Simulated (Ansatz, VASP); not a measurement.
**Two plane-wave programs on Te2Mo**

```xyz
3
Lattice="3.2240 0.0000 0.0000 -1.6120 2.7921 0.0000 0.0000 0.0000 33.2699" Properties=species:S:1:pos:R:3 pbc="T T T"
Te    0.0000    1.8614   14.8809
Te    0.0000    1.8614   18.3889
Mo    1.6120    0.9307   16.6349
```

Alike in both runs: task single point; functional PBE; dispersion D3(BJ); k mesh 9 × 9 × 1; occupations gaussian, width 0.02 eV; no spin polarisation.

```csv
,VASP,Ansatz
version,VASP 6.6.1,Ansatz 0.2.0
potentials or method,"VASP PAW PBE potentials, release 64 (Te, Mo_sv), cutoff 520 eV","scalar-relativistic, plane waves, PAW"
valence electrons in the cell,26,46
```

VASP gave:

* gap on the k mesh at the Fermi level (eV): 1.09
* least direct gap on the mesh (eV): 1.75
* rms of the force components (eV/Å): 1.522

Problem. Estimate Ansatz's values.

Solution. gap on the k mesh at the Fermi level (eV): 1.09; least direct gap on the mesh (eV): 1.75; rms of the force components (eV/Å): 1.513.

VASP's potentials hold 26 valence electrons a cell and Ansatz's 46, so a difference there can come from the potentials and not from the codes.

Spin-orbit coupling is off throughout.
